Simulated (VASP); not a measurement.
A run of VASP 6.6.1 is set up as follows.

The input INCAR:

```
ALGO = Normal
EDIFF = 1E-6
EDIFFG = -0.04
ENCUT = 600
GGA = PE
IBRION = 2
ISIF = 3
ISMEAR = 0
LASPH = True
LCHARG = False
LREAL = False
LWAVE = False
NELM = 100
NSW = 90
PREC = Accurate
SIGMA = 0.1
```

KPOINTS

```
k-points
0
Gamma
  6 6 6
```

Contents of POSCAR:

```
BIr3
1.0
    3.5741829962      0.0000000000      0.0000000000
    0.0000000000      3.5741829962      0.0000000000
    0.0000000000      0.0000000000      3.5741829962
B Ir
1 3
Direct
    0.0000000000      0.0000000000      0.0000000000
    0.0000000000      0.5000000000      0.5000000000
    0.5000000000      0.0000000000      0.5000000000
    0.5000000000      0.5000000000      0.0000000000
```

Potentials or basis: VASP PAW PBE potentials, release 64 (B, Ir).

The run is started by

```sh
$ cat potpaw_PBE.64/B/POTCAR potpaw_PBE.64/Ir/POTCAR > POTCAR
$ mpirun -np 1 vasp_std > vasp.out
```

(1) Predict the relaxed cell.

(2) Estimate the space group after relaxing (to 0.05 Å).

(3) Predict the band gap on the k mesh.

Results:

(1) a = 3.748 Å, b = 3.748 Å, c = 3.748 Å, α = 90.00°, β = 90.00°, γ = 90.00°.

(2) Pm-3m (No. 221).

(3) zero (band 15 reaches 9.35 eV, above the bottom of band 16 at 8.70 eV).

Caveat: spin-orbit coupling is left out, which moves the levels of the heavy elements.
